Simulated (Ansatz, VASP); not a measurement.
**One calculation of Bi, two programs**

The input INCAR:

```
SYSTEM = Bi
PREC     = Accurate       ! precision mode
ENCUT    = 520            ! plane-wave cutoff, eV
EDIFF    = 1E-7           ! SCF threshold, eV
ISMEAR   = 0              ! smearing method
SIGMA    = 0.15           ! smearing width, eV
LREAL    = .FALSE.        ! projectors in reciprocal space
LASPH    = .TRUE.         ! aspherical terms in the spheres
NELM     = 100            ! most SCF steps
ALGO     = Fast           ! electronic algorithm
ISIF     = 2              ! what is computed and relaxed
LWAVE    = .FALSE.        ! write WAVECAR
LCHARG   = .TRUE.         ! write CHGCAR
GGA      = PS             ! functional
IVDW     = 12             ! dispersion correction
LELF     = .TRUE.         ! ELF
LVHAR    = .TRUE.       
NBANDS   = 14             ! bands
```

Contents of KPOINTS:

```
Automatic mesh
0
G
  18 18 18
  0 0 0
```

The input POSCAR:

```
Bi
1.0
   -1.8056421146      1.8056421146      2.0967116235
    1.8056421146     -1.8056421146      2.0967116235
    1.8056421146      1.8056421146     -2.0967116235
Bi
1
Direct
    0.0000000000      0.0000000000      0.0000000000
```

Input for Ansatz:

```yaml
crystal:
  lattice:
    - [-1.8056421146, 1.8056421146, 2.0967116235]
    - [1.8056421146, -1.8056421146, 2.0967116235]
    - [1.8056421146, 1.8056421146, -2.0967116235]
  atoms:
    - { symbol: Bi, position: [0.0, 0.0, 0.0] }
basis:
  ecutwfc: 420
kpoints:
  mp_grid: { grid: [18, 18, 18] }
hamiltonian:
  xc: pbesol
  pseudopotentials: { kind: paw }
  dispersion: d3bj
scf:
  occupations: { method: gaussian, width: 0.15 }
output:
  forces: true
  stress: true
  eigenvalues: true
```

Alike in both runs: task single point; functional PBEsol; dispersion D3(BJ); k mesh 18 × 18 × 18; occupations gaussian, width 0.15 eV; no spin polarisation.

```csv
,VASP,Ansatz
version,VASP 6.6.1,Ansatz 0.2.0
potentials or method,"VASP PAW PBE potentials, release 64 (Bi_d), cutoff 520 eV","scalar-relativistic, plane waves, PAW"
valence electrons in the cell,15,15
```

```tsv
	VASP	Ansatz	Ansatz less VASP
gap on the k mesh at the Fermi level (eV)	none	none	-
pressure (GPa)	3.4	3.5	+0.06
traceless stress, the component that is largest in VASP (GPa)	-1.62	-1.62	-0.003
```

VASP's potentials were made for PBE, not for PBEsol. A gap of «none» marks a metal or a gap that the smearing closes.

Spin-orbit coupling is off throughout.
